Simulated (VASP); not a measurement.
Here is a VASP 6.6.1 calculation.

INCAR

```
PREC = Accurate
ENCUT = 910
EDIFF = 1E-6
ISMEAR = 0
SIGMA = 0.1
LREAL = False
LASPH = True
NELM = 120
ALGO = Normal
ISIF = 2
LWAVE = False
LCHARG = True
GGA = PE
LELF = True
LVHAR = True
NBANDS = 65
GGA_COMPAT = False
```

Contents of KPOINTS:

```
regular mesh
0
Gamma
  8 8 8
```

POSCAR

```
W2CN4
1.0
    0.0000000000      3.9707983151      3.9707983151
    3.9707983151      0.0000000000      3.9707983151
    3.9707983151      3.9707983151      0.0000000000
W C N
4 2 8
Direct
    0.6250000000      0.1250000000      0.6250000000
    0.6250000000      0.6250000000      0.1250000000
    0.1250000000      0.6250000000      0.6250000000
    0.6250000000      0.6250000000      0.6250000000
    0.0000000000      0.0000000000      0.0000000000
    0.2500000000      0.2500000000      0.2500000000
    0.8907456963      0.8907456963      0.3277629110
    0.8907456963      0.3277629110      0.8907456963
    0.3277629110      0.8907456963      0.8907456963
    0.8907456963      0.8907456963      0.8907456963
    0.3592543037      0.9222370890      0.3592543037
    0.3592543037      0.3592543037      0.9222370890
    0.3592543037      0.3592543037      0.3592543037
    0.9222370890      0.3592543037      0.3592543037
```

Potentials or basis: VASP PAW PBE potentials, release 64 (W_sv, C_h, N_h).

Run with:

```sh
$ cat potpaw_PBE.64/W_sv/POTCAR potpaw_PBE.64/C_h/POTCAR potpaw_PBE.64/N_h/POTCAR > POTCAR
$ mpirun -np 1 vasp_std > vasp.out
```

Estimate the pressure.

0.9 GPa.

What does it give for the largest force?

0.083 eV/Å.

Predict the band gap on the k mesh.

zero (bands 52 and 53 overlap by 1.55 eV).

Forces on the atoms (eV/Å):
```
W    0.000  0.000  0.000
W    0.000  0.000  0.000
W    0.000  0.000  0.000
W    0.000  0.000  0.000
C    0.000  0.000  0.000
C    0.000  0.000  0.000
N   -0.048 -0.048  0.048
N   -0.048  0.048 -0.048
N    0.048 -0.048 -0.048
N    0.048  0.048  0.048
N    0.048 -0.048  0.048
N    0.048  0.048 -0.048
N   -0.048 -0.048 -0.048
N   -0.048  0.048  0.048
```

Caveat: spin-orbit coupling is left out, which moves the levels of the heavy elements.
